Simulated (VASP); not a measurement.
Here is a VASP 6.6.1 calculation.

INCAR

```
PREC = Accurate ; ENCUT = 500
EDIFF = 1E-6 ; ISMEAR = 0
SIGMA = 0.15 ; LREAL = False
LASPH = True ; NELM = 120
ALGO = Normal ; ISIF = 2
LWAVE = False ; LCHARG = True
GGA = PS ; LELF = True
LVHAR = True ; NBANDS = 13
GGA_COMPAT = False
```

Contents of KPOINTS:

```
regular mesh
0
Gamma
  22 22 22
```

Contents of POSCAR:

```
W
1.0
    0.0000000000      1.9823416969      2.1415237351
    1.9823416969      0.0000000000      2.1415237351
    1.9823416969      1.9823416969      0.0000000000
W
1
Direct
    0.0000000000      0.0000000000      0.0000000000
```

Potentials or basis: VASP PAW PBE potentials, release 64 (W_sv).

Run with:

```sh
$ cat potpaw_PBE.64/W_sv/POTCAR > POTCAR
$ mpirun -np 1 vasp_std > vasp.out
```

Task: Estimate the pressure.

Result: -13.8 GPa.

Task: Predict the band gap on the k mesh.

Result: Zero (bands 7 and 8 overlap by 3.80 eV).

Stress tensor (GPa, compression positive):
```
-17.76   0.00   0.00
  0.00 -17.76   0.00
  0.00   0.00  -5.87
```

Caveat: the cell stands under tension; the PAW data sets were made with another functional, which shifts forces and pressure a little; spin-orbit coupling is left out, which moves the levels of the heavy elements.
